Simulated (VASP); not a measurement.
# TlBr (Pm-3m) in VASP: further runs, part 3 of 3

VASP 6.6.1. Earlier steps stand in the parts before.

## Step 5: Single point, r2SCAN (strained)

File POSCAR:

```
TlBr
1.0
    3.8475255000      0.0000000000      0.0000000000
    0.0000000000      3.8475255000      0.0000000000
    0.0000000000      0.0000000000      3.8475255000
Tl Br
1 1
Direct
    0.0000000000      0.0000000000      0.0000000000
    0.5000000000      0.5000000000      0.5000000000
```

File INCAR.step1:

```
ALGO = Normal
EDIFF = 1E-5
ENCUT = 550
GGA = PE
GGA_COMPAT = F
ISMEAR = 0
LASPH = T
LCHARG = F
LREAL = F
LWAVE = T
NBANDS = 17
NELM = 120
PREC = Accurate
SIGMA = 0.02
```

File INCAR.step2:

```
ALGO = Normal
EDIFF = 1E-6
ENCUT = 550
GGA_COMPAT = F
ISIF = 2
ISMEAR = 0
ISTART = 1
LASPH = T
LCHARG = F
LMIXTAU = T
LREAL = F
LWAVE = F
METAGGA = R2SCAN
NBANDS = 17
NELM = 120
PREC = Accurate
SIGMA = 0.02
```

File KPOINTS:

```
k-points
0
Gamma
  8 8 8
```

Potentials or basis: VASP PAW PBE potentials, release 64 (Tl_d, Br).

Run with:

```bash
cat potpaw_PBE.64/Tl_d/POTCAR potpaw_PBE.64/Br/POTCAR > POTCAR
cp INCAR.step1 INCAR
mpirun -np 1 vasp_std > vasp.out
cp INCAR.step2 INCAR
mpirun -np 1 vasp_std > vasp.out
```

OUTCAR:

```text
EDIFF = 1E-6
   ENCUT = 550
   ISIF = 2
   ISMEAR = 0
   ISTART = 1
   LASPH = T
   LREAL = F
   METAGGA = R2SCAN
   NELM = 120
   PREC = Accurate

 ion  position               nearest neighbor table
   1  0.000  0.000  0.000-   2 3.33   2 3.33   2 3.33   2 3.33   2 3.33   2 3.33   2 3.33   2 3.33

   2  0.500  0.500  0.500-   1 3.33   1 3.33   1 3.33   1 3.33   1 3.33   1 3.33   1 3.33   1 3.33

  LATTYP: Found a simple cubic cell.
 ALAT       =     3.8475255000

  Lattice vectors:

 A1 = (   3.8475255000,   0.0000000000,   0.0000000000)
 A2 = (   0.0000000000,   3.8475255000,   0.0000000000)
 A3 = (   0.0000000000,   0.0000000000,   3.8475255000)

Analysis of symmetry for initial positions (statically):
=====================================================================
 Subroutine PRICEL returns:
 Original cell was already a primitive cell.

 Routine SETGRP: Setting up the symmetry group for a
 simple cubic supercell.

 Subroutine GETGRP returns: Found 48 space group operations
 (whereof 48 operations were pure point group operations)
 out of a pool of 48 trial point group operations.

The static configuration has the point symmetry O_h .

Analysis of symmetry for dynamics (positions and initial velocities):
=====================================================================
 Subroutine PRICEL returns:
 Original cell was already a primitive cell.

 Routine SETGRP: Setting up the symmetry group for a
 simple cubic supercell.

 Subroutine GETGRP returns: Found 48 space group operations
 (whereof 48 operations were pure point group operations)
 out of a pool of 48 trial point group operations.

The dynamic configuration has the point symmetry O_h .

 Subroutine INISYM returns: Found 48 space group operations
 (whereof 48 operations are pure point group operations),
 and found     1 'primitive' translations

----------------------------------------------------------------------------------------

                                     Primitive cell

  volume of cell :      56.9567

  direct lattice vectors                    reciprocal lattice vectors
     3.847525500  0.000000000  0.000000000     0.259907309  0.000000000  0.000000000
     0.000000000  3.847525500  0.000000000     0.000000000  0.259907309  0.000000000
     0.000000000  0.000000000  3.847525500     0.000000000  0.000000000  0.259907309

  length of vectors
     3.847525500  3.847525500  3.847525500     0.259907309  0.259907309  0.259907309

  position of ions in fractional coordinates (direct lattice)
     0.000000000  0.000000000  0.000000000
     0.500000000  0.500000000  0.500000000

  ion indices of the primitive-cell ions
   primitive index   ion index
                 1           1
                 2           2

----------------------------------------------------------------------------------------

 KPOINTS: k-points

Automatic generation of k-mesh.
 Grid dimensions read from file:
 generate k-points for:    8    8    8

 Generating k-lattice:

  Cartesian coordinates                     Fractional coordinates (reciprocal lattice)
     0.032488414  0.000000000  0.000000000     0.125000000  0.000000000  0.000000000
     0.000000000  0.032488414  0.000000000     0.000000000  0.125000000  0.000000000
     0.000000000  0.000000000  0.032488414     0.000000000  0.000000000  0.125000000

  Length of vectors
     0.032488414  0.032488414  0.032488414

  Shift w.r.t. Gamma in fractional coordinates (k-lattice)
     0.000000000  0.000000000  0.000000000

 Subroutine IBZKPT returns following result:
 ===========================================

 Found     35 irreducible k-points:

 Following reciprocal coordinates:
            Coordinates               Weight
  0.000000  0.000000  0.000000      1.000000
  0.125000  0.000000  0.000000      6.000000
  0.250000  0.000000  0.000000      6.000000
  0.375000  0.000000  0.000000      6.000000
  0.500000  0.000000  0.000000      3.000000
  0.125000  0.125000  0.000000     12.000000
[... 16 lines left out ...]
  0.375000  0.375000  0.125000     24.000000
  0.500000  0.375000  0.125000     24.000000
 [... further k-points ...]
   k-points           NKPTS =     35   k-points in BZ     NKDIM =     35   number of bands    NBANDS=     17
   number of dos      NEDOS =    301   number of ions     NIONS =      2
   total plane-waves  NPLWV =  27000
   dimension x,y,z NGX =    30 NGY =   30 NGZ =   30
   dimension x,y,z NGXF=    60 NGYF=   60 NGZF=   60
   ions per type =               1   1
   NGX,Y,Z   is equivalent  to a cutoff of  12.96, 12.96, 12.96 a.u.
   NGXF,Y,Z  is equivalent  to a cutoff of  25.93, 25.93, 25.93 a.u.
 SYSTEM =  unknown system
   PREC   = accura    normal or accurate (medium, high low for compatibility)
   ISTART =      1    job   : 0-new  1-cont  2-samecut
   ICHARG =      0    charge: 1-file 2-atom 10-const
   ISPIN  =      1    spin polarized calculation?
   LNONCOLLINEAR =      F non collinear calculations
   LSORBIT =      F    spin-orbit coupling
   LASPH  =      T    aspherical Exc in radial PAW
   ENCUT  =  550.0 eV  40.42 Ry    6.36 a.u.   7.36  7.36  7.36*2*pi/ulx,y,z
   NELM   =    120;   NELMIN=  2; NELMDL=  0     # of ELM steps
   EDIFF  = 0.1E-05   stopping-criterion for ELM
   LREAL  =      F    real-space projection
   EDIFFG = 0.1E-04   stopping-criterion for IOM
   NSW    =      0    number of steps for IOM
   IBRION =     -1    ionic relax: 0-MD 1-quasi-New 2-CG
   NFREE  =      0    steps in history (QN), initial steepest desc. (CG)
   ISIF   =      2    stress and relaxation
   ISYM   =      2    0-nonsym 1-usesym 2-fastsym
   POTIM  = 0.5000    time-step for ionic-motion
   TEBEG  =    0.0;   TEEND  =   0.0 temperature during run
   PSTRESS=    0.0 pullay stress
   NELECT =      20.0000    total number of electrons
   NUPDOWN=      -1.0000    fix difference up-down
   EMIN   =  10.00;   EMAX   =-10.00  energy-range for DOS
   EFERMI =   0.00;   METHOD = LEGACY
   ISMEAR =     0;   SIGMA  =   0.02  broadening in eV -4-tet -1-fermi 0-gaus
   EFERMI_NEDOS =   21; number of points for ismear=-14 and -15
   IALGO  =     38    algorithm
   IMIX   =      4    mixing-type and parameters
     AMIX     =   0.40;   BMIX     =  1.00
     AMIX_MAG =   1.60;   BMIX_MAG =  1.00
  volume/ion in A,a.u.               =      28.48       192.18
  Fermi-wavevector in a.u.,A,eV,Ry     =   1.154968  2.182573 18.149509  1.333951
  Thomas-Fermi vector in A             =   2.291600
   LORBIT       =      0    0 simple, 1 ext, 2 COOP (PROOUT), +10 PAW based schemes
   METAGGA = R2SCAN    functional components
   LHFCALC =     F    Hartree Fock is set to
   AEXX    =    0.0000 exact exchange contribution
   IVDW    =     0    specifies the selected vdW correction
   LEPSILON=     F    determine dielectric tensor
   LRPA    =     F    only Hartree local field effects (RPA)
 non-spin polarized calculation
 Gauss-broadening in eV      SIGMA  =   0.02
  energy-cutoff  :      550.00
  volume of cell :       56.96
 maximum number of plane-waves:      1743
 NGX is ok and might be reduce to    30
   NGX = 15   NGY = 15   NGZ = 15

 number of electron      20.0000001 magnetization

 Free energy of the ion-electron system (eV)
  ---------------------------------------------------
  ext. energy  EPLUGINS =         0.00000000
  ---------------------------------------------------
  free energy    TOTEN  =       -68.30915997 eV

  energy without entropy =      -68.30915997  energy(sigma->0) =      -68.30915997

 E-fermi :   3.4108     XC(G=0):  -9.9424

 val. band max:        3.2884448232   @ k =   0.5000   0.0000   0.0000
 cond. band min:       5.3043151359   @ k =   0.5000   0.0000   0.0000
 fundamental gap:      2.0158703127
 Fermi energy:         3.4107515725

 k-point     1 :       0.0000    0.0000    0.0000
  band No.  band energies     occupation
      1     -11.6500      2.00000
      2      -7.4614      2.00000
      3      -7.4614      2.00000
      4      -7.2195      2.00000
      5      -7.2195      2.00000
      6      -7.2195      2.00000
[... 9 lines left out ...]
     16      16.2529      0.00000
     17      17.5404      0.00000
[... 441 lines left out ...]
 k-point    24 :       0.5000    0.3750    0.1250
  band No.  band energies     occupation
      1     -11.1498      2.00000
      2      -7.3395      2.00000
      3      -7.3127      2.00000
      4      -7.2894      2.00000
      5      -7.2309      2.00000
      6      -7.1738      2.00000
[... 9 lines left out ...]
     16      14.9583      0.00000
     17      17.1607      0.00000

 [... further k-points ...]

------------------------ aborting loop because EDIFF is reached ----------------------------------------

  FORCE on cell =-STRESS in cart. coord.  units (eV):
  Direction    XX          YY          ZZ          XY          YZ          ZX
  --------------------------------------------------------------------------------------
  -------------------------------------------------------------------------------------
  Total        1.3169289      1.3169289      1.3169289      0.0000000      0.0000000     -0.0000000
  in kB       37.0448955     37.0448955     37.0448955      0.0000000      0.0000000     -0.0000000
  external PRESSURE =      37.0448955 kB  Pullay stress =       0.0000000 kB

 VOLUME and BASIS-vectors are now :
 -----------------------------------------------------------------------------
  energy-cutoff  :      550.00
  volume of cell :       56.96
      direct lattice vectors                 reciprocal lattice vectors
     3.847525500  0.000000000  0.000000000     0.259907309  0.000000000  0.000000000
     0.000000000  3.847525500  0.000000000     0.000000000  0.259907309  0.000000000
     0.000000000  0.000000000  3.847525500     0.000000000  0.000000000  0.259907309

 POSITION                                       TOTAL-FORCE (eV/Angst)
 -----------------------------------------------------------------------------------
      0.00000      0.00000      0.00000         0.000000      0.000000      0.000000
      1.92376      1.92376      1.92376         0.000000      0.000000      0.000000
 -----------------------------------------------------------------------------------
    total drift:                                0.000000     -0.000000     -0.000000

  FREE ENERGIE OF THE ION-ELECTRON SYSTEM (eV)
  ---------------------------------------------------
  free  energy   TOTEN  =       -68.3091599696 eV

  energy  without entropy=      -68.3091599696  energy(sigma->0) =      -68.30915997
```

OUTCAR.step1:

```text
EDIFF = 1E-5
   ENCUT = 550
   GGA = PE
   ISMEAR = 0
   LASPH = T
[... 702 lines left out ...]
 -----------------------------------------------------------------------------------
      0.00000      0.00000      0.00000         0.000000      0.000000      0.000000
      1.92376      1.92376      1.92376         0.000000      0.000000      0.000000
 -----------------------------------------------------------------------------------
    total drift:                                0.000000     -0.000000     -0.000000

  FREE ENERGIE OF THE ION-ELECTRON SYSTEM (eV)
  ---------------------------------------------------
  free  energy   TOTEN  =        -5.4278454188 eV

  energy  without entropy=       -5.4278454188  energy(sigma->0) =       -5.42784542
```

OSZICAR.step1:

```text
N       E                     dE             d eps       ncg     rms          rms(c)
DAV:   1     0.999689989607E+02    0.99969E+02   -0.10228E+04  1230   0.109E+03
DAV:   2    -0.196033882375E+01   -0.10193E+03   -0.98372E+02  1491   0.229E+02
DAV:   3    -0.561439890364E+01   -0.36541E+01   -0.36434E+01  1380   0.378E+01
DAV:   4    -0.563615154179E+01   -0.21753E-01   -0.21751E-01  1491   0.337E+00
DAV:   5    -0.563636372930E+01   -0.21219E-03   -0.21219E-03  1439   0.320E-01    0.351E+00
DAV:   6    -0.544561351966E+01    0.19075E+00   -0.29140E-01  1304   0.286E+00    0.208E+00
DAV:   7    -0.542733587594E+01    0.18278E-01   -0.98051E-02  1334   0.146E+00    0.978E-01
DAV:   8    -0.542794999005E+01   -0.61411E-03   -0.12420E-02  1367   0.744E-01    0.159E-01
DAV:   9    -0.542776525336E+01    0.18474E-03   -0.74519E-04  1331   0.175E-01    0.526E-02
DAV:  10    -0.542784270677E+01   -0.77453E-04   -0.17079E-04  1337   0.708E-02    0.153E-02
DAV:  11    -0.542784541877E+01   -0.27120E-05   -0.26508E-05  1169   0.366E-02
   1 F= -.54278454E+01 E0= -.54278454E+01  d E =-.310045E-32
```

Run time: 2.6 min. Hardware: 1 thread of Intel Xeon 8259CL, shared host; peak memory 0.19 GiB.

Results:

- Free energy: -68.3092 eV
- Pressure: 3.7 GPa
- Band gap on the k mesh: 2.02 eV

Caveat: the cell differs from its parent crystal (strained); the cell stands under pressure; the PAW data sets were made with another functional, which shifts forces and pressure a little; spin-orbit coupling is left out, which moves the levels of the heavy elements. A k mesh can miss the band edges.

## Step 6: The runs side by side

```csv
level,cell,cutoff (eV),gap on the mesh (eV),pressure (GPa)
PBE,"a = 3.833 Å, 2 atoms",500,1.53,5.0
PBE,"a = 3.846 Å, 2 atoms",500,1.56,4.6
PBEsol,"a = 3.940 Å, 2 atoms",500,1.65,-0.5
r2SCAN,"a = 3.848 Å, 2 atoms",550,2.02,3.7
```

Alike in all rows: task single point; potentials or basis VASP PAW PBE potentials, release 64 (Tl_d, Br); no spin polarisation; k mesh 8 × 8 × 8; smearing gaussian 0.02 eV.

Caveats: spin-orbit coupling is left out, which moves the levels of the heavy elements; the cell stands under pressure (at least some runs); the PAW data sets were made with another functional, which shifts forces and pressure a little (at least some runs).

Total energies depend on the potentials used, so only differences within one code and one set of settings carry meaning.
